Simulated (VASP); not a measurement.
Set up this calculation in VASP 6.6.1, as the native input.

| Quantity | Value |
| --- | --- |
| Task | single point |
| Functional | PBE |
| Potentials or basis | VASP PAW PBE potentials, release 64 (Rh_pv) |
| Cutoff | 500 eV |
| k mesh | 10 × 10 × 5 |
| Occupations | fermi-dirac, width 0.1 eV |
| Spin | no spin polarisation |
| Dipole correction | no |
| Further INCAR settings | ALGO = Normal; EDIFF = 1e-06; NBANDS = 14 |

The structure of Rh lies in POSCAR:

```
Rh
1.0
    2.7775880000      0.0000000000      0.0000000000
   -1.3887940000      2.4054620000      0.0000000000
    0.0000000000      0.0000000000      4.8086020000
Rh
1
Direct
    0.6666666667      0.3333333333      0.0000000000
```

These files were run (other wordings do the same):

INCAR

```
SYSTEM = Rh
PREC = Accurate
ENCUT = 500
EDIFF = 1E-6
ISMEAR = -1
SIGMA = 0.1
LREAL = .FALSE.
LASPH = .TRUE.
NELM = 120
ALGO = Normal
ISIF = 2
LWAVE = .FALSE.
LCHARG = .FALSE.
GGA = PE
NBANDS = 14
GGA_COMPAT = .FALSE.
```

KPOINTS

```
Automatic mesh
0
G
  10 10 5
  0 0 0
```

Potentials or basis: VASP PAW PBE potentials, release 64 (Rh_pv).

Command:

```bash
$ cat potpaw_PBE.64/Rh_pv/POTCAR > POTCAR
$ mpirun -np 1 vasp_std > vasp.out
```

Results of the run:

* Pressure: -12.7 GPa

It took 9 s on 1 thread of AMD EPYC 9R45 96-Core Processor (Zen 5), with other jobs on the host, peak memory 0.11 GiB.
